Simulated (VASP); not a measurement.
Set up this calculation in VASP 6.6.1, as the native input.

- Task: relaxation of cell and atoms
- Functional: r2SCAN
- Potentials or basis: VASP PAW PBE potentials, release 64 (S)
- Cutoff: 600 eV
- k mesh: 8 × 8 × 8
- Occupations: gaussian, width 0.1 eV
- Spin: no spin polarisation
- Dipole correction: no
- Further INCAR settings: ALGO = Normal; EDIFF = 1e-06; IBRION = 2; EDIFFG = -0.04; NSW = 90; ISIF = 3

S:

```
S
1.0
    -1.67936    1.67936    2.55490
     1.67936   -1.67936    2.55490
     1.67936    1.67936   -2.55490
S
1
Direct
  0.00000 0.00000 0.00000
```

One way to write it, as run:

POSCAR

```
S
1.0
   -1.6793609656      1.6793609656      2.5549027216
    1.6793609656     -1.6793609656      2.5549027216
    1.6793609656      1.6793609656     -2.5549027216
S
1
Direct
    0.0000000000      0.0000000000      0.0000000000
```

INCAR.step1

```
SYSTEM = S
PREC = Accurate
ENCUT = 600
ISMEAR = 0
SIGMA = 0.1
LREAL = .FALSE.
LASPH = .TRUE.
NELM = 80
GGA = PE
ALGO = Normal
EDIFF = 1E-4
LWAVE = .TRUE.
LCHARG = .FALSE.
```

INCAR.step2

```
SYSTEM = S
PREC = Accurate
ENCUT = 600
EDIFF = 1E-6
ISMEAR = 0
SIGMA = 0.1
LREAL = .FALSE.
LASPH = .TRUE.
NELM = 80
ALGO = Normal
ISIF = 3
LWAVE = .FALSE.
LCHARG = .FALSE.
METAGGA = R2SCAN
LMIXTAU = .TRUE.
IBRION = 2
NSW = 90
EDIFFG = -0.04
ISTART = 1
```

KPOINTS

```
regular mesh
0
G
  8 8 8
  0 0 0
```

Potentials or basis: VASP PAW PBE potentials, release 64 (S).

The run is started by

```bash
$ cat potpaw_PBE.64/S/POTCAR > POTCAR
$ cp INCAR.step1 INCAR
$ mpirun -np 1 vasp_std > vasp.out
$ cp INCAR.step2 INCAR
$ mpirun -np 1 vasp_std > vasp.out
```

It gave:

```
Relaxed volume                        : 19.81 Å³/atom
Relaxed cell                          : a = 3.945 Å, b = 3.945 Å, c = 3.945 Å, α = 145.30°, β = 145.30°, γ = 49.89°
Space group after relaxing (to 0.1 Å) : I4/mmm (No. 139)
Pressure after relaxing               : 0.0 GPa
Band gap on the k mesh                : zero (bands 3 and 4 overlap by 5.52 eV)
```

Caveat: the volume moved by over 15 % at a fixed basis, so the end points are rough; the PAW data sets were made with another functional, which shifts forces and pressure a little.

Run time: 20 min on 1 thread of Intel(R) Xeon(R) 6975P-C (Granite Rapids), with other jobs on the host, peak memory 0.18 GiB.
